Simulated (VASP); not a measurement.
The system is Ge.

```xyz
2
Lattice="0.0000 2.7713 2.7713 2.7713 0.0000 2.7713 2.7713 2.7713 0.0000" Properties=species:S:1:pos:R:3 pbc="T T T"
Ge    0.0000    0.0000    0.0000
Ge    1.3856    1.3856    1.3856
```

| Item | Value |
| --- | --- |
| Program | VASP 6.6.1 |
| Task | relaxation of cell and atoms |
| Functional | PBE |
| Potentials or basis | VASP PAW PBE potentials, release 64 (Ge_d) |
| Cutoff | 600 eV |
| k mesh | 8 × 8 × 8 |
| Occupations | fermi-dirac, width 0.02 eV |
| Spin | no spin polarisation |

At the start: pressure 8.9 GPa; volume 21.28 Å³/atom.

Where does the relaxation end?

Over 5 steps the energy falls by 65.2 meV/atom and the volume is 23.91 Å³/atom (+12.3 %); space group Fd-3m (No. 227, to 0.05 Å).

The path:
| step | energy change (eV) | largest force (eV/Å) | pressure (GPa) | volume (Å³) |
| --- | --- | --- | --- | --- |
| 1 | 0.0000 | 0.0000 | 8.92 | 42.57 |
| 2 | -0.1088 | 0.0000 | -2.68 | 50.30 |
| 3 | -0.1303 | 0.0000 | 0.04 | 47.77 |
| 4 | -0.1303 | 0.0000 | -0.06 | 47.88 |
| 5 | -0.1303 | 0.0000 | -0.03 | 47.82 |

Final structure:
```
Ge
1.0
     0.00000    2.88083    2.88083
     2.88083    0.00000    2.88083
     2.88083    2.88083    0.00000
Ge
2
Direct
  0.00000 0.00000 0.00000
  0.25000 0.25000 0.25000
```
